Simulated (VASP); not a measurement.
# WS2 in VASP: single point with r2SCAN

Aim: the single point of WS2 with r2SCAN.

Program: VASP 6.6.1. These are calculated values, not measurements. Logs are shortened: lines on timing, memory, paths and dates and some standing lists are left out, and cuts for length are marked.

## (1) The cell of the first run

The cell holds a slab with vacuum, 6 atoms: a = 3.181 Å, b = 3.181 Å, c = 23.688 Å, α = 90.00°, β = 90.00°, γ = 120.00°.

## (2) Single point, r2SCAN (atom 4 (S) moved -0.300 Å towards its neighbour atom 6 (S) at 3.119 Å)

File POSCAR:

```
WS2
1.0
    3.1814117282      0.0000000000      0.0000000000
   -1.5907058641      2.7551833765      0.0000000000
    0.0000000000      0.0000000000     23.6881463475
W S
2 4
Direct
    0.3333333333      0.6666666667      0.6379434935
    0.6666666667      0.3333333333      0.3620565065
    0.3333333333      0.6666666667      0.2962425097
    0.6666666667      0.3333333333      0.5594392602
    0.3333333333      0.6666666667      0.4278961777
    0.6666666667      0.3333333333      0.7037574903
```

File INCAR.step1:

```
SYSTEM = WS2
PREC     = Accurate       ! precision mode
ENCUT    = 520            ! plane-wave cutoff, eV
ISMEAR   = 0              ! smearing method
SIGMA    = 0.05           ! smearing width, eV
LREAL    = .False.        ! projectors in reciprocal space
LASPH    = .True.         ! aspherical terms in the spheres
NELM     = 80             ! most SCF steps
NBANDS   = 35             ! bands
GGA      = PE             ! functional
ALGO     = Normal         ! electronic algorithm
EDIFF    = 1E-4           ! SCF threshold, eV
LWAVE    = .True.         ! write WAVECAR
LCHARG   = .False.        ! write CHGCAR
```

File INCAR.step2:

```
SYSTEM = WS2
PREC     = Accurate       ! precision mode
ENCUT    = 520            ! plane-wave cutoff, eV
EDIFF    = 1E-6           ! SCF threshold, eV
ISMEAR   = 0              ! smearing method
SIGMA    = 0.05           ! smearing width, eV
LREAL    = .False.        ! projectors in reciprocal space
LASPH    = .True.         ! aspherical terms in the spheres
NELM     = 80             ! most SCF steps
ALGO     = Normal         ! electronic algorithm
ISIF     = 2              ! what is computed and relaxed
LWAVE    = .False.        ! write WAVECAR
LCHARG   = .True.         ! write CHGCAR
METAGGA  = R2SCAN         ! meta-GGA
LMIXTAU  = .True.       
LELF     = .True.         ! ELF
LVHAR    = .True.       
NBANDS   = 35             ! bands
ISTART   = 1
```

File KPOINTS:

```
regular mesh
0
Gamma
  12 12 2
  0 0 0
```

Potentials or basis: VASP PAW PBE potentials, release 64 (W_sv, S).

Command:

```bash
$ cat potpaw_PBE.64/W_sv/POTCAR potpaw_PBE.64/S/POTCAR > POTCAR
$ cp INCAR.step1 INCAR
$ mpirun -np 1 vasp_std > vasp.out
$ cp INCAR.step2 INCAR
$ mpirun -np 1 vasp_std > vasp.out
```

OUTCAR:

```text
SYSTEM = WS2
   PREC = Accurate
   ENCUT = 520
   EDIFF = 1E-6
   ISMEAR = 0
   LREAL = .False.
   LASPH = .True.
   NELM = 80
   ISIF = 2
   METAGGA = R2SCAN
   ISTART = 1

 ion  position               nearest neighbor table
   1  0.333  0.667  0.638-   6 2.41   6 2.41   6 2.41   4 2.61   4 2.61   4 2.61
   2  0.667  0.333  0.362-   3 2.41   3 2.41   3 2.41   5 2.41   5 2.41   5 2.41
   3  0.333  0.667  0.296-   2 2.41   2 2.41   2 2.41
   4  0.667  0.333  0.559-   1 2.61   1 2.61   1 2.61
   5  0.333  0.667  0.428-   2 2.41   2 2.41   2 2.41
   6  0.667  0.333  0.704-   1 2.41   1 2.41   1 2.41

  LATTYP: Found a hexagonal cell.
 ALAT       =     3.1814117282
 C/A-ratio  =     7.4457971402

  Lattice vectors:

 A1 = (   3.1814117282,   0.0000000000,   0.0000000000)
 A2 = (  -1.5907058641,   2.7551833765,   0.0000000000)
 A3 = (   0.0000000000,   0.0000000000,  23.6881463475)

Analysis of symmetry for initial positions (statically):
=====================================================================
 Subroutine PRICEL returns:
 Original cell was already a primitive cell.

 Routine SETGRP: Setting up the symmetry group for a
 hexagonal supercell.

 Subroutine GETGRP returns: Found  6 space group operations
 (whereof  6 operations were pure point group operations)
 out of a pool of 24 trial point group operations.

The static configuration has the point symmetry C_3v.

Analysis of symmetry for dynamics (positions and initial velocities):
=====================================================================
 Subroutine PRICEL returns:
 Original cell was already a primitive cell.

 Routine SETGRP: Setting up the symmetry group for a
 hexagonal supercell.

 Subroutine GETGRP returns: Found  6 space group operations
 (whereof  6 operations were pure point group operations)
 out of a pool of 24 trial point group operations.

The dynamic configuration has the point symmetry C_3v.

 Subroutine INISYM returns: Found  6 space group operations
 (whereof  6 operations are pure point group operations),
 and found     1 'primitive' translations

----------------------------------------------------------------------------------------

                                     Primitive cell

  volume of cell :     207.6354

  direct lattice vectors                    reciprocal lattice vectors
     3.181411728  0.000000000  0.000000000     0.314325867  0.181476124  0.000000000
    -1.590705864  2.755183376  0.000000000     0.000000000  0.362952248  0.000000000
     0.000000000  0.000000000 23.688146347     0.000000000  0.000000000  0.042215207

  length of vectors
     3.181411728  3.181411728 23.688146347     0.362952248  0.362952248  0.042215207

  position of ions in fractional coordinates (direct lattice)
     0.333333333  0.666666667  0.637943494
     0.666666667  0.333333333  0.362056506
     0.333333333  0.666666667  0.296242510
     0.666666667  0.333333333  0.559439260
     0.333333333  0.666666667  0.427896178
     0.666666667  0.333333333  0.703757490

  ion indices of the primitive-cell ions
   primitive index   ion index
                 1           1
                 2           2
                 3           3
                 4           4
                 5           5
                 6           6

----------------------------------------------------------------------------------------

 KPOINTS: regular mesh

Automatic generation of k-mesh.
 Grid dimensions read from file:
 generate k-points for:   12   12    2

 Generating k-lattice:

  Cartesian coordinates                     Fractional coordinates (reciprocal lattice)
     0.026193822  0.015123010  0.000000000     0.083333333  0.000000000  0.000000000
     0.000000000  0.030246021  0.000000000     0.000000000  0.083333333  0.000000000
     0.000000000  0.000000000  0.021107603     0.000000000  0.000000000  0.500000000

  Length of vectors
     0.030246021  0.030246021  0.021107603

  Shift w.r.t. Gamma in fractional coordinates (k-lattice)
     0.000000000  0.000000000  0.000000000

 Subroutine IBZKPT returns following result:
 ===========================================

 Found     38 irreducible k-points:

 Following reciprocal coordinates:
            Coordinates               Weight
  0.000000  0.000000  0.000000      1.000000
  0.083333  0.000000  0.000000      6.000000
  0.166667  0.000000  0.000000      6.000000
  0.250000  0.000000  0.000000      6.000000
  0.333333  0.000000  0.000000      6.000000
  0.416667  0.000000  0.000000      6.000000
[... 16 lines left out ...]
  0.250000  0.000000  0.500000      6.000000
  0.333333  0.000000  0.500000      6.000000
 [... further k-points ...]
   k-points           NKPTS =     38   k-points in BZ     NKDIM =     38   number of bands    NBANDS=     35
   number of dos      NEDOS =    301   number of ions     NIONS =      6
   total plane-waves  NPLWV = 103680
   dimension x,y,z NGX =    24 NGY =   24 NGZ =  180
   dimension x,y,z NGXF=    48 NGYF=   48 NGZF=  360
   ions per type =               2   4
   NGX,Y,Z   is equivalent  to a cutoff of  12.54, 12.54, 12.63 a.u.
   NGXF,Y,Z  is equivalent  to a cutoff of  25.08, 25.08, 25.27 a.u.
 SYSTEM =  WS2
   PREC   = accura    normal or accurate (medium, high low for compatibility)
   ISTART =      1    job   : 0-new  1-cont  2-samecut
   ICHARG =      0    charge: 1-file 2-atom 10-const
   ISPIN  =      1    spin polarized calculation?
   LNONCOLLINEAR =      F non collinear calculations
   LSORBIT =      F    spin-orbit coupling
   LASPH  =      T    aspherical Exc in radial PAW
   ENCUT  =  520.0 eV  38.22 Ry    6.18 a.u.   5.92  5.92 44.04*2*pi/ulx,y,z
   NELM   =     80;   NELMIN=  2; NELMDL=  0     # of ELM steps
   EDIFF  = 0.1E-05   stopping-criterion for ELM
   LREAL  =      F    real-space projection
[... 7 lines left out ...]
   TEBEG  =    0.0;   TEEND  =   0.0 temperature during run
   PSTRESS=    0.0 pullay stress
   NELECT =      52.0000    total number of electrons
   NUPDOWN=      -1.0000    fix difference up-down
   EMIN   =  10.00;   EMAX   =-10.00  energy-range for DOS
   EFERMI =   0.00;   METHOD = LEGACY
   ISMEAR =     0;   SIGMA  =   0.05  broadening in eV -4-tet -1-fermi 0-gaus
   EFERMI_NEDOS =   21; number of points for ismear=-14 and -15
   IALGO  =     38    algorithm
   IMIX   =      4    mixing-type and parameters
     AMIX     =   0.40;   BMIX     =  1.00
     AMIX_MAG =   1.60;   BMIX_MAG =  1.00
  volume/ion in A,a.u.               =      34.61       233.53
  Fermi-wavevector in a.u.,A,eV,Ry     =   1.031911  1.950029 14.488024  1.064840
  Thomas-Fermi vector in A             =   2.166082
   LORBIT       =      0    0 simple, 1 ext, 2 COOP (PROOUT), +10 PAW based schemes
   METAGGA = R2SCAN    functional components
   LHFCALC =     F    Hartree Fock is set to
   AEXX    =    0.0000 exact exchange contribution
   IVDW    =     0    specifies the selected vdW correction
   LEPSILON=     F    determine dielectric tensor
   LRPA    =     F    only Hartree local field effects (RPA)
 non-spin polarized calculation
 Gauss-broadening in eV      SIGMA  =   0.05
  energy-cutoff  :      520.00
  volume of cell :      207.64
 maximum number of plane-waves:      5630
 NGX is ok and might be reduce to    24
   NGX = 11   NGY = 11   NGZ = 89

 number of electron      51.9999999 magnetization

 Free energy of the ion-electron system (eV)
  ---------------------------------------------------
  ext. energy  EPLUGINS =         0.00000000
  ---------------------------------------------------
  free energy    TOTEN  =      -139.45402579 eV

  energy without entropy =     -139.45402579  energy(sigma->0) =     -139.45402579

 E-fermi :   1.0110     XC(G=0):  -6.4149

 val. band max:        0.7396742385   @ k =   0.0000   0.0000   0.0000
 cond. band min:       2.1310787364   @ k =   0.1667   0.1667   0.5000
 fundamental gap:      1.3914044979
 Fermi energy:         1.0109998582

 k-point     1 :       0.0000    0.0000    0.0000
  band No.  band energies     occupation
      1     -75.4977      2.00000
      2     -75.4382      2.00000
      3     -39.0374      2.00000
      4     -39.0262      2.00000
      5     -38.8722      2.00000
      6     -38.8722      2.00000
[... 27 lines left out ...]
     34       3.9739      0.00000
     35       6.1304      0.00000

 k-point     2 :       0.0833    0.0000    0.0000
  band No.  band energies     occupation
      1     -75.4964      2.00000
      2     -75.4369      2.00000
      3     -39.0336      2.00000
      4     -39.0217      2.00000
      5     -38.8968      2.00000
      6     -38.8779      2.00000
[... 27 lines left out ...]
     34       4.0842      0.00000
     35       6.3985      0.00000

 k-point     3 :       0.1667    0.0000    0.0000
  band No.  band energies     occupation
      1     -75.4931      2.00000
      2     -75.4334      2.00000
      3     -39.0232      2.00000
      4     -39.0094      2.00000
      5     -38.9633      2.00000
      6     -38.9366      2.00000
[... 27 lines left out ...]
     34       4.3924      0.00000
     35       6.8438      0.00000
[... 723 lines left out ...]
 k-point    23 :       0.2500    0.0000    0.5000
  band No.  band energies     occupation
      1     -75.4885      2.00000
      2     -75.4286      2.00000
      3     -39.0531      2.00000
      4     -39.0235      2.00000
      5     -39.0051      2.00000
      6     -38.9925      2.00000
[... 27 lines left out ...]
     34       4.8753      0.00000
     35       7.3906      0.00000

 k-point    24 :       0.3333    0.0000    0.5000
  band No.  band energies     occupation
      1     -75.4839      2.00000
      2     -75.4238      2.00000
      3     -39.1415      2.00000
      4     -39.1034      2.00000
      5     -38.9930      2.00000
      6     -38.9755      2.00000
[... 27 lines left out ...]
     34       5.2648      0.00000
     35       7.2002      0.00000

 [... further k-points ...]

------------------------ aborting loop because EDIFF is reached ----------------------------------------

  FORCE on cell =-STRESS in cart. coord.  units (eV):
  Direction    XX          YY          ZZ          XY          YZ          ZX
  --------------------------------------------------------------------------------------
  -------------------------------------------------------------------------------------
  Total       -1.8750550     -1.8750550     -7.7225548      0.0000000      0.0000000      0.0000000
  in kB      -14.4684871    -14.4684871    -59.5895515      0.0000000      0.0000000      0.0000000
  external PRESSURE =     -29.5088419 kB  Pullay stress =       0.0000000 kB

 VOLUME and BASIS-vectors are now :
 -----------------------------------------------------------------------------
  energy-cutoff  :      520.00
  volume of cell :      207.64
      direct lattice vectors                 reciprocal lattice vectors
     3.181411728  0.000000000  0.000000000     0.314325867  0.181476124  0.000000000
    -1.590705864  2.755183376  0.000000000     0.000000000  0.362952248  0.000000000
     0.000000000  0.000000000 23.688146347     0.000000000  0.000000000  0.042215207

 POSITION                                       TOTAL-FORCE (eV/Angst)
 -----------------------------------------------------------------------------------
     -0.00000      1.83679     15.11170         0.000000      0.000000     -3.422537
      1.59071      0.91839      8.57645         0.000000      0.000000     -0.008404
     -0.00000      1.83679      7.01744         0.000000      0.000000     -0.022431
      1.59071      0.91839     13.25208         0.000000     -0.000000      3.934714
     -0.00000      1.83679     10.13607         0.000000      0.000000     -0.023457
      1.59071      0.91839     16.67071        -0.000000      0.000000     -0.457884
 -----------------------------------------------------------------------------------
    total drift:                               -0.000000     -0.000000     -0.001321

  FREE ENERGIE OF THE ION-ELECTRON SYSTEM (eV)
  ---------------------------------------------------
  free  energy   TOTEN  =      -139.4540257904 eV

  energy  without entropy=     -139.4540257904  energy(sigma->0) =     -139.45402579
```

It took 18 min on 1 thread of Intel Xeon Platinum 8259CL at 2.50GHz (Skylake/Cascade Lake), shared host; peak memory 0.49 GiB.

Results:

* Free energy: -139.4540 eV
* Largest force: 3.935 eV/Å
* Band gap on the k mesh: 1.39 eV (least direct gap 1.84 eV)

Forces on the atoms (eV/Å):
```
W    0.000  0.000 -3.423
W    0.000  0.000 -0.008
S    0.000  0.000 -0.022
S    0.000  0.000  3.935
S    0.000  0.000 -0.023
S    0.000  0.000 -0.458
```

Caveat: the cell differs from its parent crystal (atom 4 (S) moved -0.300 Å towards its neighbour atom 6 (S) at 3.119 Å); there is no dipole correction, which matters where the two faces differ; the PAW data sets were made with another functional, which shifts forces and pressure a little; spin-orbit coupling is left out, which moves the levels of the heavy elements.
